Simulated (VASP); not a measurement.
Wanted: the native input for a VASP 6.6.1 run.

```yaml
Task: single point
Functional: PBEsol
Potentials_or_basis: VASP PAW PBE potentials, release 64 (Cl)
Cutoff: 520 eV
k_mesh: 15 × 15 × 15
Occupations: fermi-dirac, width 0.08 eV
Spin: no spin polarisation
Dipole_correction: no
Further_INCAR_settings: ALGO = Normal; EDIFF = 1e-06; NBANDS = 10
```

The structure of Cl lies in POSCAR:

```
Cl
1.0
   -1.3412944886      1.3412944886      1.3412944886
    1.3412944886     -1.3412944886      1.3412944886
    1.3412944886      1.3412944886     -1.3412944886
Cl
1
Direct
    0.0000000000      0.0000000000      0.0000000000
```

This cell differs from its parent crystal: volume scaled by 0.5.

These files were run (other wordings do the same):

INCAR

```
  PREC = Accurate
  ENCUT = 520
  EDIFF = 1E-6
  ISMEAR = -1
  SIGMA = 0.08
  LREAL = False
  LASPH = True
  NELM = 100
  ALGO = Normal
  ISIF = 2
  LWAVE = False
  LCHARG = False
  GGA = PS
  NBANDS = 10
```

KPOINTS

```
Automatic mesh
0
Gamma
  15 15 15
```

Potentials or basis: VASP PAW PBE potentials, release 64 (Cl).

Run with:

```bash
$ cat potpaw_PBE.64/Cl/POTCAR > POTCAR
$ mpirun -np 1 vasp_std > vasp.out
```

Results of the run:

The pressure is 155.4 GPa.

Caveat: the PAW data sets were made with another functional, which shifts forces and pressure a little; an odd number of electrons without spin polarisation forces a metal; a magnetic or distorted state may lie lower.

Run time: 13 s on 1 thread of AMD EPYC 7R13, on a shared host, peak memory 0.09 GiB.
